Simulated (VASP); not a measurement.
# Al2Cu (I4/mcm) in VASP: notebook, part 2 of 2

VASP 6.6.1. Earlier steps stand in the parts before.

## 4. Single point, PBE

File INCAR:

```
SYSTEM = Al2Cu
ALGO     = Fast           ! electronic algorithm
EDIFF    = 1E-7           ! SCF threshold, eV
ENCUT    = 520            ! plane-wave cutoff, eV
GGA      = PE             ! functional
ISIF     = 2              ! what is computed and relaxed
ISMEAR   = 0              ! smearing method
LASPH    = .True.         ! aspherical terms in the spheres
LCHARG   = .False.        ! write CHGCAR
LREAL    = .False.        ! projectors in reciprocal space
LWAVE    = .False.        ! write WAVECAR
NBANDS   = 26             ! bands
NELM     = 80             ! most SCF steps
PREC     = Accurate       ! precision mode
SIGMA    = 0.15           ! smearing width, eV
```

File KPOINTS:

```
k-points
0
Gamma
  10 10 10
  0 0 0
```

File POSCAR:

```
Al2Cu
1.0
   -2.9656500000      2.9656500000      2.3436500000
    2.9656500000     -2.9656500000      2.3436500000
    2.9656500000      2.9656500000     -2.3436500000
Al Cu
4 2
Direct
    0.1587211657      0.6587211657      0.8174423314
    0.6587211657      0.8412788343      0.5000000000
    0.8412788343      0.3412788343      0.1825576686
    0.3412788343      0.1587211657      0.5000000000
    0.7500000000      0.7500000000      0.0000000000
    0.2500000000      0.2500000000      0.0000000000
```

On the command line:

```sh
$ cat potpaw_PBE.64/Al/POTCAR potpaw_PBE.64/Cu/POTCAR > POTCAR
$ mpirun -np 1 vasp_std > vasp.out
```

It took 2.7 min on 1 thread of AMD EPYC 9R45 (Zen 5), shared host; peak memory 0.3 GiB.

It converged, with:

| Item | Value |
| --- | --- |
| Free energy | -23.1748 eV |
| Pressure | 10.0 GPa |
| Largest force | 0.131 eV/Å |
| Band gap on the k mesh | zero (band 17 reaches 11.69 eV, above the bottom of band 18 at 6.92 eV) |

Forces in eV/Å, atoms in the order of the input:
```
Al  -0.093 -0.093  0.000
Al   0.093 -0.093  0.000
Al   0.093  0.093  0.000
Al  -0.093  0.093  0.000
Cu   0.000  0.000  0.000
Cu   0.000  0.000  0.000
```

Stress tensor (GPa, compression positive):
```
 8.83  0.00  0.00
 0.00  8.83  0.00
 0.00  0.00 12.31
```

Levels at points of the mesh, in eV from the Fermi level:
```
           k point  band 14  band 15  band 16  band 17  band 18  band 19  band 20  band 21
(0.00, 0.00, 0.00)    -2.22    -1.41    -1.33    -1.33    -0.97    -0.06    -0.05     1.73
(0.50, 0.00, 0.00)    -3.33    -2.78    -2.78     0.14     0.14     4.11     4.11     4.36
(0.50, 0.50, 0.00)    -2.87    -1.74    -1.54    -0.81    -0.61     0.70     1.21     4.64
(0.50, 0.50, 0.50)    -3.42    -3.42    -1.86     2.75     2.97     2.97     3.40     4.50
```

## 5. Single point, PBE

File INCAR:

```
PREC = Accurate
ENCUT = 520
EDIFF = 1E-6
ISMEAR = 0
SIGMA = 0.15
LREAL = F
LASPH = T
NELM = 100
ALGO = Fast
ISIF = 2
LWAVE = F
LCHARG = F
GGA = PE
NBANDS = 26
```

File KPOINTS:

```
Automatic mesh
0
Gamma
  10 10 10
```

POSCAR: that of step 4 with these lines changed.

```diff
@@ -2,5 +2,5 @@
 1.0
-   -2.9656500000      2.9656500000      2.3436500000
-    2.9656500000     -2.9656500000      2.3436500000
-    2.9656500000      2.9656500000     -2.3436500000
+   -2.9353500000      2.9353500000      2.3924500000
+    2.9353500000     -2.9353500000      2.3924500000
+    2.9353500000      2.9353500000     -2.3924500000
 Al Cu
```

Potentials or basis: VASP PAW PBE potentials, release 64 (Al, Cu).

On the command line:

```sh
$ cat potpaw_PBE.64/Al/POTCAR potpaw_PBE.64/Cu/POTCAR > POTCAR
$ mpirun -np 1 vasp_std > vasp.out
```

OUTCAR:

```text
PREC = Accurate
   ENCUT = 520
   EDIFF = 1E-6
   ISMEAR = 0
   LREAL = F
   LASPH = T
   NELM = 100
   ISIF = 2
   GGA = PE

 ion  position               nearest neighbor table
   1  0.159  0.659  0.817-   5 2.51   6 2.51   5 2.51   6 2.51   3 2.64   3 2.83   3 2.83   4 3.03
                             2 3.03   2 3.03   4 3.03   4 3.12   2 3.12   2 3.12   4 3.12
   2  0.659  0.841  0.500-   6 2.51   6 2.51   5 2.51   5 2.51   4 2.64   4 2.83   4 2.83   3 3.03
                             1 3.03   1 3.03   3 3.03   1 3.12   3 3.12   1 3.12   3 3.12
   3  0.841  0.341  0.183-   5 2.51   6 2.51   5 2.51   6 2.51   1 2.64   1 2.83   1 2.83   2 3.03
                             4 3.03   4 3.03   2 3.03   2 3.12   4 3.12   4 3.12   2 3.12
   4  0.341  0.159  0.500-   5 2.51   5 2.51   6 2.51   6 2.51   2 2.64   2 2.83   2 2.83   1 3.03
                             1 3.03   3 3.03   3 3.03   1 3.12   3 3.12   3 3.12   1 3.12
   5  0.750  0.750  0.000-   6 2.39   6 2.39   4 2.51   4 2.51   1 2.51   3 2.51   2 2.51   2 2.51
                             3 2.51   1 2.51
   6  0.250  0.250  0.000-   5 2.39   5 2.39   3 2.51   1 2.51   2 2.51   2 2.51   4 2.51   4 2.51
                             1 2.51   3 2.51

  LATTYP: Found a body centered tetragonal cell.
 ALAT       =     5.8707000000
 C/A-ratio  =     0.8150476093

  Lattice vectors:

 A1 = (  -2.9353500000,   2.9353500000,   2.3924500000)
 A2 = (   2.9353500000,  -2.9353500000,   2.3924500000)
 A3 = (   2.9353500000,   2.9353500000,  -2.3924500000)

Analysis of symmetry for initial positions (statically):
=====================================================================
 Subroutine PRICEL returns:
 Original cell was already a primitive cell.

 Routine SETGRP: Setting up the symmetry group for a
 body centered tetragonal supercell.

 Subroutine GETGRP returns: Found 16 space group operations
 (whereof  8 operations were pure point group operations)
 out of a pool of 16 trial point group operations.

The static configuration has the point symmetry C_4h.
 The point group associated with its full space group is D_4h.

Analysis of symmetry for dynamics (positions and initial velocities):
=====================================================================
 Subroutine PRICEL returns:
 Original cell was already a primitive cell.

 Routine SETGRP: Setting up the symmetry group for a
 body centered tetragonal supercell.

 Subroutine GETGRP returns: Found 16 space group operations
 (whereof  8 operations were pure point group operations)
 out of a pool of 16 trial point group operations.

The dynamic configuration has the point symmetry C_4h.
 The point group associated with its full space group is D_4h.

 Subroutine INISYM returns: Found 16 space group operations
 (whereof  8 operations are pure point group operations),
 and found     1 'primitive' translations

----------------------------------------------------------------------------------------

                                     Primitive cell

  volume of cell :      82.4561

  direct lattice vectors                    reciprocal lattice vectors
    -2.935350000  2.935350000  2.392450000     0.000000000  0.170337438  0.208990784
     2.935350000 -2.935350000  2.392450000     0.170337438  0.000000000  0.208990784
     2.935350000  2.935350000 -2.392450000     0.170337438  0.170337438  0.000000000

  length of vectors
     4.791281274  4.791281274  4.791281274     0.269614522  0.269614522  0.240893516

[... 68 lines left out ...]
  0.400000  0.300000 -0.000000     16.000000
 [... further k-points ...]
   k-points           NKPTS =    102   k-points in BZ     NKDIM =    102   number of bands    NBANDS=     26
   number of dos      NEDOS =    301   number of ions     NIONS =      6
   total plane-waves  NPLWV =  46656
   dimension x,y,z NGX =    36 NGY =   36 NGZ =   36
   dimension x,y,z NGXF=    72 NGYF=   72 NGZF=   72
   ions per type =               4   2
   NGX,Y,Z   is equivalent  to a cutoff of  12.49, 12.49, 12.49 a.u.
   NGXF,Y,Z  is equivalent  to a cutoff of  24.98, 24.98, 24.98 a.u.
 SYSTEM =  unknown system
   PREC   = accura    normal or accurate (medium, high low for compatibility)
   ISTART =      0    job   : 0-new  1-cont  2-samecut
   ICHARG =      2    charge: 1-file 2-atom 10-const
   ISPIN  =      1    spin polarized calculation?
   LNONCOLLINEAR =      F non collinear calculations
   LSORBIT =      F    spin-orbit coupling
   LASPH  =      T    aspherical Exc in radial PAW
   ENCUT  =  520.0 eV  38.22 Ry    6.18 a.u.   8.91  8.91  8.91*2*pi/ulx,y,z
   NELM   =    100;   NELMIN=  2; NELMDL= -5     # of ELM steps
   EDIFF  = 0.1E-05   stopping-criterion for ELM
   LREAL  =      F    real-space projection
   EDIFFG = 0.1E-04   stopping-criterion for IOM
   NSW    =      0    number of steps for IOM
   IBRION =     -1    ionic relax: 0-MD 1-quasi-New 2-CG
   NFREE  =      0    steps in history (QN), initial steepest desc. (CG)
   ISIF   =      2    stress and relaxation
   ISYM   =      2    0-nonsym 1-usesym 2-fastsym
   POTIM  = 0.5000    time-step for ionic-motion
   TEBEG  =    0.0;   TEEND  =   0.0 temperature during run
   PSTRESS=    0.0 pullay stress
   NELECT =      34.0000    total number of electrons
   NUPDOWN=      -1.0000    fix difference up-down
   EMIN   =  10.00;   EMAX   =-10.00  energy-range for DOS
   EFERMI =   0.00;   METHOD = LEGACY
   ISMEAR =     0;   SIGMA  =   0.15  broadening in eV -4-tet -1-fermi 0-gaus
   EFERMI_NEDOS =   21; number of points for ismear=-14 and -15
   IALGO  =     68    algorithm
   IMIX   =      4    mixing-type and parameters
     AMIX     =   0.40;   BMIX     =  1.00
     AMIX_MAG =   1.60;   BMIX_MAG =  1.00
  volume/ion in A,a.u.               =      13.74        92.74
  Fermi-wavevector in a.u.,A,eV,Ry     =   1.218504  2.302638 20.201274  1.484752
  Thomas-Fermi vector in A             =   2.353788
   LORBIT       =      0    0 simple, 1 ext, 2 COOP (PROOUT), +10 PAW based schemes
   GGA     = PE    functional components
   LHFCALC =     F    Hartree Fock is set to
   AEXX    =    0.0000 exact exchange contribution
   IVDW    =     0    specifies the selected vdW correction
   LEPSILON=     F    determine dielectric tensor
   LRPA    =     F    only Hartree local field effects (RPA)
 non-spin polarized calculation
 RMM-DIIS sequential band-by-band and
 Gauss-broadening in eV      SIGMA  =   0.15
  energy-cutoff  :      520.00
  volume of cell :       82.46
 maximum number of plane-waves:      2244
   NGX = 17   NGY = 17   NGZ = 17

 number of electron      34.0000036 magnetization

 Free energy of the ion-electron system (eV)
  ---------------------------------------------------
  ext. energy  EPLUGINS =         0.00000000
  ---------------------------------------------------
  free energy    TOTEN  =       -23.18502825 eV

  energy without entropy =      -23.16644230  energy(sigma->0) =      -23.17573528

 E-fermi :   8.8864     XC(G=0): -11.2018

 val. band max:        8.8720012429   @ k =   0.3000   0.1000   0.1000
 cond. band min:       8.9173508997   @ k =  -0.3000  -0.3000   0.2000
 fundamental gap:      0.0453496568
 Fermi energy:         8.8864405245

 k-point     1 :       0.0000    0.0000    0.0000
  band No.  band energies     occupation
      1      -2.4373      2.00000
      2       3.2217      2.00000
      3       3.3768      2.00000
      4       3.3768      2.00000
      5       3.4361      2.00000
      6       4.3833      2.00000
[... 685 lines left out ...]
     25      16.3435      0.00000
     26      16.4169      0.00000

 [... further k-points ...]

------------------------ aborting loop because EDIFF is reached ----------------------------------------

  FORCE on cell =-STRESS in cart. coord.  units (eV):
  Direction    XX          YY          ZZ          XY          YZ          ZX
  --------------------------------------------------------------------------------------
  -------------------------------------------------------------------------------------
  Total        5.5210636      5.5210636      4.6856072      0.0000000      0.0000000      0.0000000
  in kB      107.2780042    107.2780042     91.0445204      0.0000000      0.0000000      0.0000000
  external PRESSURE =     101.8668429 kB  Pullay stress =       0.0000000 kB

 VOLUME and BASIS-vectors are now :
 -----------------------------------------------------------------------------
  energy-cutoff  :      520.00
  volume of cell :       82.46
      direct lattice vectors                 reciprocal lattice vectors
    -2.935350000  2.935350000  2.392450000     0.000000000  0.170337438  0.208990784
     2.935350000 -2.935350000  2.392450000     0.170337438  0.000000000  0.208990784
     2.935350000  2.935350000 -2.392450000     0.170337438  0.170337438  0.000000000

 POSITION                                       TOTAL-FORCE (eV/Angst)
 -----------------------------------------------------------------------------------
      3.86715      0.93180      0.00000        -0.021070     -0.021070      0.000000
      2.00355      0.93180      2.39245         0.021070     -0.021070      0.000000
     -0.93180      2.00355      2.39245         0.021070      0.021070     -0.000000
      0.93180      2.00355      0.00000        -0.021070      0.021070      0.000000
      0.00000      0.00000      3.58868         0.000000     -0.000000      0.000000
      0.00000      0.00000      1.19623         0.000000     -0.000000      0.000000
 -----------------------------------------------------------------------------------
    total drift:                                0.000000     -0.000000      0.000000

  FREE ENERGIE OF THE ION-ELECTRON SYSTEM (eV)
  ---------------------------------------------------
  free  energy   TOTEN  =       -23.1850282549 eV

  energy  without entropy=      -23.1664423010  energy(sigma->0) =      -23.17573528
```

Run time: 2.3 min. Hardware: 1 thread of AMD EPYC 9R45 (Zen 5), shared host; peak memory 0.3 GiB.

What came out:

- Free energy: -23.1850 eV
- Pressure: 10.2 GPa
- Largest force: 0.030 eV/Å
- Band gap on the k mesh: zero (band 17 reaches 11.53 eV, above the bottom of band 18 at 7.08 eV)

Forces on the atoms (eV/Å):
```
Al  -0.021 -0.021  0.000
Al   0.021 -0.021  0.000
Al   0.021  0.021  0.000
Al  -0.021  0.021  0.000
Cu   0.000  0.000  0.000
Cu   0.000  0.000  0.000
```

Levels at points of the mesh, in eV from the Fermi level:
```csv
k point,band 14,band 15,band 16,band 17,band 18,band 19,band 20,band 21
"(0.00, 0.00, 0.00)",-2.00,-1.56,-1.37,-1.37,-0.93,-0.08,-0.03,1.61
"(0.50, 0.00, 0.00)",-3.25,-2.71,-2.71,0.29,0.29,4.25,4.25,4.54
"(0.50, 0.50, 0.00)",-3.07,-1.51,-1.39,-0.85,-0.73,0.96,1.50,4.76
"(0.50, 0.50, 0.50)",-3.46,-3.46,-1.94,2.64,2.98,2.98,3.53,4.41
```

## 6. Overview

| cell | further INCAR settings | gap on the mesh (eV) | pressure (GPa) | largest force (eV/Å) |
| --- | --- | --- | --- | --- |
| a = 4.768 Å, angles 105.8, 105.8, 117.0°, 6 atoms | ALGO = Fast; EDIFF = 1e-06; NBANDS = 26 | none | 10.9 | 0.21 |
| a = 4.779 Å, angles 105.1, 105.1, 118.6°, 6 atoms | ALGO = Fast; EDIFF = 1e-06; NBANDS = 26 | none | 10.2 | 0.08 |
| a = 4.804 Å, angles 103.8, 103.8, 121.6°, 6 atoms | ALGO = Fast; EDIFF = 1e-07; NBANDS = 26 | none | 10.0 | 0.13 |
| a = 4.791 Å, angles 104.4, 104.4, 120.1°, 6 atoms | ALGO = Fast; EDIFF = 1e-06; NBANDS = 26 | none | 10.2 | 0.03 |

Alike in all rows: task single point; level PBE; potentials or basis VASP PAW PBE potentials, release 64 (Al, Cu); no spin polarisation; k mesh 10 × 10 × 10; cutoff (eV) 520; smearing gaussian 0.15 eV.

Absolute energies hang on the potentials; compare differences alone.
